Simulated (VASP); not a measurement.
Input of a VASP 6.6.1 run:

The input POSCAR:

```
Rh
1.0
    2.7309790000      0.0000000000      0.0000000000
   -1.3654900000      2.3650970000      0.0000000000
    0.0000000000      0.0000000000      4.4284890000
Rh
2
Direct
    0.6666666667      0.3333333333      0.7500000000
    0.3333333333      0.6666666667      0.2500000000
```

File INCAR.step1:

```
SYSTEM = Rh
PREC = Accurate
ENCUT = 520
ISMEAR = -1
SIGMA = 0.1
LREAL = .FALSE.
LASPH = .TRUE.
NELM = 80
NBANDS = 22
GGA = PE
ALGO = Normal
EDIFF = 1E-4
LWAVE = .TRUE.
LCHARG = .FALSE.
```

File INCAR.step2:

```
SYSTEM = Rh
PREC = Accurate
ENCUT = 520
EDIFF = 1E-6
ISMEAR = -1
SIGMA = 0.1
LREAL = .FALSE.
LASPH = .TRUE.
NELM = 80
ALGO = Normal
ISIF = 2
LWAVE = .FALSE.
LCHARG = .FALSE.
METAGGA = R2SCAN
LMIXTAU = .TRUE.
NBANDS = 22
ISTART = 1
```

KPOINTS

```
regular mesh
0
G
  12 12 6
  0 0 0
```

Potentials or basis: VASP PAW PBE potentials, release 64 (Rh_pv).

Launch:

```console
$ cat potpaw_PBE.64/Rh_pv/POTCAR > POTCAR
$ cp INCAR.step1 INCAR
$ mpirun -np 1 vasp_std > vasp.out
$ cp INCAR.step2 INCAR
$ mpirun -np 1 vasp_std > vasp.out
```

Question: Predict the pressure.

Answer: -8.3 GPa.

Question: Predict the band gap on the k mesh.

Answer: Zero (band 15 reaches 11.71 eV, above the bottom of band 16 at 9.40 eV).

Stress tensor (GPa, compression positive):
```
-8.01  0.00  0.00
 0.00 -8.01  0.00
 0.00  0.00 -8.98
```

Caveat: the PAW data sets were made with another functional, which shifts forces and pressure a little.
